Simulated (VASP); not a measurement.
# Be2Cu11Ni3 in VASP: notebook

The runs below take Be2Cu11Ni3 through single point, with PBE.

All numbers are computed with VASP 6.6.1; they aren't measurements. Logs are shortened: lines on timing, memory, paths and dates and some standing lists are left out, and cuts for length are marked.

## (1) The cell of the first run

The cell holds a disordered packing, 16 atoms: a = 5.616 Å, b = 5.635 Å, c = 5.823 Å, α = 90.51°, β = 90.83°, γ = 92.29°.

## (2) Single point, PBE

INCAR

```
SYSTEM = Be2Cu11Ni3
ALGO = Normal ; EDIFF = 1E-6
ENCUT = 400 ; GGA = PE
GGA_COMPAT = .FALSE. ; ISIF = 2
ISMEAR = -1 ; ISYM = -1
LASPH = .TRUE. ; LCHARG = .TRUE.
LELF = .TRUE. ; LREAL = Auto
LVHAR = .TRUE. ; LWAVE = .FALSE.
NBANDS = 92 ; NELM = 120
PREC = Accurate ; SIGMA = 0.05
```

KPOINTS

```
explicit points
1
Reciprocal
  0.25000000   0.25000000   0.25000000 1
```

POSCAR

```
Be2Cu11Ni3
1.0
    5.6151810000     -0.1125830000     -0.0418010000
   -0.1125830000      5.6341360000     -0.0260090000
   -0.0418010000     -0.0260090000      5.8223430000
Cu Ni Be
11 3 2
Direct
    0.8246121939      0.0485950822      0.7554303351
    0.0879264850      0.8043192870      0.9812073860
    0.3621466241      0.0369725479      0.2479453220
    0.6123995616      0.3211090756     -0.0070582169
    0.3720991709      0.0284926798      0.7237722311
    0.9006033428      0.5103155698      0.2358297885
    0.6042751355      0.7936429849      1.0102043396
    0.6045298781      0.3240037296      0.4968391533
    0.6328019871      0.7638295584      0.4870570488
    0.3396744957      0.5436949938      0.2412612408
    0.1008510117      0.2974493396      0.5191250383
    0.3169995798      0.5434150095      0.7665540454
    0.8648914316      0.0779750185      0.2262211929
    0.0919960130      0.7962610083      0.5038111767
    0.9007111150      0.5427070664      0.7421915702
    0.1247440158      0.2499784887      0.9812659809
```

Potentials or basis: VASP PAW PBE potentials, release 64 (Cu, Ni, Be).

Command:

```
$ cat potpaw_PBE.64/Cu/POTCAR potpaw_PBE.64/Ni/POTCAR potpaw_PBE.64/Be/POTCAR > POTCAR
$ mpirun -np 1 vasp_std > vasp.out
```

OUTCAR:

```text
SYSTEM = Be2Cu11Ni3
   EDIFF = 1E-6
   ENCUT = 400
   GGA = PE
   ISIF = 2
   ISMEAR = -1
   ISYM = -1
   LASPH = .TRUE.
   LREAL = Auto
   NELM = 120
   PREC = Accurate

 ion  position               nearest neighbor table
   1  0.825  0.049  0.755-  16 2.37   7 2.40   4 2.42   9 2.44   2 2.44  11 2.49   8 2.52   5 2.54
                            14 2.57  13 2.75
   2  0.088  0.804  0.981-  15 2.24  12 2.35   1 2.44   6 2.45  13 2.48   3 2.50  16 2.51   5 2.52
                            10 2.57   7 2.72  14 2.78
   3  0.362  0.037  0.248-  16 2.39   7 2.41   2 2.50   8 2.51  14 2.51   4 2.58   9 2.60  11 2.65
                             5 2.77  10 2.78  13 2.81  13 2.83
   4  0.612  0.321  0.993-   6 2.35   1 2.42  13 2.42  12 2.49  10 2.49  15 2.50   3 2.58   5 2.59
                             7 2.67
   5  0.372  0.028  0.724-  14 2.36  16 2.43   8 2.48  11 2.49   2 2.52   7 2.52   9 2.54   1 2.54
                             4 2.59  12 2.75   3 2.77  12 2.94
   6  0.901  0.510  0.236-  11 2.35   4 2.35  13 2.44  14 2.44   2 2.45  10 2.47  16 2.47   8 2.48
                             9 2.58   7 2.69
   7  0.604  0.794  0.010-   1 2.40   3 2.41  10 2.43  13 2.45  12 2.51   5 2.52   4 2.67   6 2.69
                             2 2.72   9 2.79
   8  0.605  0.324  0.497-  15 2.46  10 2.46   5 2.48   6 2.48   9 2.48   3 2.51   1 2.52  13 2.59
                            12 2.61
   9  0.633  0.764  0.487-   1 2.44  10 2.46  15 2.48   8 2.48   5 2.54   6 2.58  14 2.58   3 2.60
                            13 2.66  12 2.70   7 2.79
  10  0.340  0.544  0.241-   7 2.43   9 2.46   8 2.46   6 2.47   4 2.49  16 2.50  11 2.51  14 2.55
                             2 2.57  12 2.77   3 2.78
  11  0.101  0.297  0.519-  15 2.24  12 2.29   6 2.35  13 2.44   1 2.49   5 2.49  10 2.51   3 2.65
                            14 2.82  14 2.82
  12  0.317  0.543  0.767-  11 2.29  16 2.32  15 2.34   2 2.35  14 2.47   4 2.49   7 2.51   8 2.61
                             9 2.70   5 2.75  10 2.77   5 2.94
  13  0.865  0.078  0.226-  16 2.25   4 2.42   6 2.44  11 2.44   7 2.45   2 2.48   8 2.59  14 2.63
                             9 2.66   1 2.75   3 2.81   3 2.83
  14  0.092  0.796  0.504-  15 2.25   5 2.36   6 2.44  12 2.47   3 2.51  10 2.55   1 2.57   9 2.58
                            13 2.63   2 2.78  11 2.82  11 2.82
  15  0.901  0.543  0.742-  11 2.24   2 2.24  14 2.25  12 2.34   8 2.46   9 2.48   4 2.50
  16  0.125  0.250  0.981-  13 2.25  12 2.32   1 2.37   3 2.39   5 2.43   6 2.47  10 2.50   2 2.51

IMPORTANT INFORMATION: All symmetrisations will be switched off!
NOSYMM: (Re-)initialisation of all symmetry stuff for point group C_1.

----------------------------------------------------------------------------------------

                                     Primitive cell

  volume of cell :     184.1120

  direct lattice vectors                    reciprocal lattice vectors
     5.615181000 -0.112583000 -0.041801000     0.178169792  0.003566221  0.001295085
    -0.112583000  5.634136000 -0.026009000     0.003566221  0.177564544  0.000818802
    -0.041801000 -0.026009000  5.822343000     0.001295085  0.000818802  0.171765118

  length of vectors
     5.616465073  5.635320742  5.822551142     0.178210185  0.177602240  0.171771952

  position of ions in fractional coordinates (direct lattice)
     0.824612194  0.048595082  0.755430335
     0.087926485  0.804319287  0.981207386
     0.362146624  0.036972548  0.247945322
     0.612399562  0.321109076  0.992941783
     0.372099171  0.028492680  0.723772231
     0.900603343  0.510315570  0.235829788
[... 8 lines left out ...]
     0.900711115  0.542707066  0.742191570
     0.124744016  0.249978489  0.981265981

  ion indices of the primitive-cell ions
   primitive index   ion index
                 1           1
                 2           2
                 3           3
                 4           4
                 5           5
                 6           6
[... 8 lines left out ...]
                15          15
                16          16

----------------------------------------------------------------------------------------

 KPOINTS: explicit points

Read explicit list of k-points.

 Found      1 k-points:

 Following reciprocal coordinates:
            Coordinates               Weight
  0.250000  0.250000  0.250000      1.000000
   k-points           NKPTS =      1   k-points in BZ     NKDIM =      1   number of bands    NBANDS=     92
   number of dos      NEDOS =    301   number of ions     NIONS =     16
   total plane-waves  NPLWV =  64000
   dimension x,y,z NGX =    40 NGY =   40 NGZ =   40
   dimension x,y,z NGXF=    80 NGYF=   80 NGZF=   80
   ions per type =              11   3   2
   NGX,Y,Z   is equivalent  to a cutoff of  11.84, 11.80, 11.42 a.u.
   NGXF,Y,Z  is equivalent  to a cutoff of  23.68, 23.60, 22.84 a.u.
 SYSTEM =  Be2Cu11Ni3
   PREC   = accura    normal or accurate (medium, high low for compatibility)
   ISTART =      0    job   : 0-new  1-cont  2-samecut
   ICHARG =      2    charge: 1-file 2-atom 10-const
   ISPIN  =      1    spin polarized calculation?
   LNONCOLLINEAR =      F non collinear calculations
   LSORBIT =      F    spin-orbit coupling
   LASPH  =      T    aspherical Exc in radial PAW
   ENCUT  =  400.0 eV  29.40 Ry    5.42 a.u.   9.16  9.19  9.50*2*pi/ulx,y,z
   NELM   =    120;   NELMIN=  2; NELMDL= -5     # of ELM steps
   EDIFF  = 0.1E-05   stopping-criterion for ELM
   LREAL  =      T    real-space projection
   EDIFFG = 0.1E-04   stopping-criterion for IOM
   NSW    =      0    number of steps for IOM
   IBRION =     -1    ionic relax: 0-MD 1-quasi-New 2-CG
   NFREE  =      0    steps in history (QN), initial steepest desc. (CG)
   ISIF   =      2    stress and relaxation
   ISYM   =     -1    0-nonsym 1-usesym 2-fastsym
   POTIM  = 0.5000    time-step for ionic-motion
   TEBEG  =    0.0;   TEEND  =   0.0 temperature during run
   PSTRESS=    0.0 pullay stress
   NELECT =     155.0000    total number of electrons
   NUPDOWN=      -1.0000    fix difference up-down
   EMIN   =  10.00;   EMAX   =-10.00  energy-range for DOS
   EFERMI =   0.00;   METHOD = LEGACY
   ISMEAR =    -1;   SIGMA  =   0.05  broadening in eV -4-tet -1-fermi 0-gaus
   EFERMI_NEDOS =   21; number of points for ismear=-14 and -15
   IALGO  =     38    algorithm
   IMIX   =      4    mixing-type and parameters
     AMIX     =   0.40;   BMIX     =  1.00
     AMIX_MAG =   1.60;   BMIX_MAG =  1.00
  volume/ion in A,a.u.               =      11.51        77.65
  Fermi-wavevector in a.u.,A,eV,Ry     =   1.545817  2.921170 32.511798  2.389550
  Thomas-Fermi vector in A             =   2.651142
   LORBIT       =      0    0 simple, 1 ext, 2 COOP (PROOUT), +10 PAW based schemes
   GGA     = PE    functional components
   LHFCALC =     F    Hartree Fock is set to
   AEXX    =    0.0000 exact exchange contribution
   IVDW    =     0    specifies the selected vdW correction
   LEPSILON=     F    determine dielectric tensor
   LRPA    =     F    only Hartree local field effects (RPA)
 non-spin polarized calculation
  energy-cutoff  :      400.00
  volume of cell :      184.11
 maximum number of plane-waves:      3338
 NGX is ok and might be reduce to    36
   NGX = 19   NGY = 19   NGZ = 19

 number of electron     155.0000067 magnetization

 Free energy of the ion-electron system (eV)
  ---------------------------------------------------
  ext. energy  EPLUGINS =         0.00000000
  ---------------------------------------------------
  free energy    TOTEN  =       -64.33640440 eV

  energy without entropy =      -64.25974283  energy(sigma->0) =      -64.29807361

 E-fermi :   7.9990     XC(G=0): -12.4445

 val. band max:        7.1934013715   @ k =   0.2500   0.2500   0.2500
 cond. band min:       8.0016971444   @ k =   0.2500   0.2500   0.2500
 fundamental gap:      0.8082957729
 Fermi energy:         7.9989692175

 k-point     1 :       0.2500    0.2500    0.2500
  band No.  band energies     occupation
      1      -0.8897      2.00000
      2       0.9713      2.00000
      3       1.0532      2.00000
      4       1.2505      2.00000
      5       2.3503      2.00000
      6       2.4162      2.00000
[... 81 lines left out ...]
     88      11.9374      0.00000
     89      12.1495      0.00000
 [bands above 89 left out]

------------------------ aborting loop because EDIFF is reached ----------------------------------------

  FORCE on cell =-STRESS in cart. coord.  units (eV):
  Direction    XX          YY          ZZ          XY          YZ          ZX
  --------------------------------------------------------------------------------------
  -------------------------------------------------------------------------------------
  Total       -3.3137251     -2.7503737      1.6745326      3.0681448      3.3322353      4.8530553
  in kB      -28.8366610    -23.9342715     14.5720988     26.6995755     28.9977403     42.2322035
  external PRESSURE =     -12.7329446 kB  Pullay stress =       0.0000000 kB

 VOLUME and BASIS-vectors are now :
 -----------------------------------------------------------------------------
  energy-cutoff  :      400.00
  volume of cell :      184.11
      direct lattice vectors                 reciprocal lattice vectors
     5.615181000 -0.112583000 -0.041801000     0.178169792  0.003566221  0.001295085
    -0.112583000  5.634136000 -0.026009000     0.003566221  0.177564544  0.000818802
    -0.041801000 -0.026009000  5.822343000     0.001295085  0.000818802  0.171765118

 POSITION                                       TOTAL-FORCE (eV/Angst)
 -----------------------------------------------------------------------------------
      4.59330      0.16131      4.36264         0.642131      0.449632     -0.367717
      0.36215      4.49623      5.68833         0.052979      0.364933      0.465047
      2.01899      0.16109      1.42752        -0.356856      0.564341      0.226836
      3.36108      1.71440      5.74730        -0.608508     -0.061907     -0.595740
      2.05594      0.09982      4.19775         0.092628      0.191402      0.468902
      4.98974      2.76766      1.32216        -0.341375      0.707643     -0.405891
[... 8 lines left out ...]
      4.96553      2.93698      4.26953        -0.312801     -0.167379      0.004491
      0.63130      1.36885      5.70155         0.048243      0.485187     -0.065540
 -----------------------------------------------------------------------------------
    total drift:                                0.005608      0.001826     -0.003477

  FREE ENERGIE OF THE ION-ELECTRON SYSTEM (eV)
  ---------------------------------------------------
  free  energy   TOTEN  =       -64.3364043988 eV

  energy  without entropy=      -64.2597428288  energy(sigma->0) =      -64.29807361
```

Wall time 2.5 min (1 thread of Intel Xeon 8259CL, shared host); peak memory 0.25 GiB.

Results:

- Free energy: -64.3364 eV
- Pressure: -1.3 GPa
- Largest force: 0.884 eV/Å
- Band gap on the k mesh: zero (an odd number of electrons rules out a gap without spin polarisation)

Forces in eV/Å, atoms in the order of the input:
```
Cu   0.642  0.450 -0.368
Cu   0.053  0.365  0.465
Cu  -0.357  0.564  0.227
Cu  -0.609 -0.062 -0.596
Cu   0.093  0.191  0.469
Cu  -0.341  0.708 -0.406
Cu   0.278 -0.748 -0.247
Cu   0.117 -0.166  0.211
Cu   0.146  0.203 -0.027
Cu  -0.244 -0.126 -0.134
Cu  -0.025 -0.844 -0.145
Ni   0.701 -0.144  0.411
Ni   0.281 -0.717  0.298
Ni  -0.471  0.010 -0.098
Be  -0.313 -0.167  0.004
Be   0.048  0.485 -0.066
```

Levels at points of the mesh, in eV from the Fermi level:
| k point | band 73 | band 74 | band 75 | band 76 | band 77 | band 78 | band 79 | band 80 | band 81 | band 82 |
| --- | --- | --- | --- | --- | --- | --- | --- | --- | --- | --- |
| (0.25, 0.25, 0.25) | -1.33 | -1.21 | -1.15 | -0.88 | -0.81 | 0.00 | 0.22 | 0.39 | 0.73 | 0.88 |

Caveat: the atoms stand as in a frame of molecular dynamics.

[end of part 1 of 2]

The gap in the log of VASP goes by the Fermi energy; the results here count the filled bands.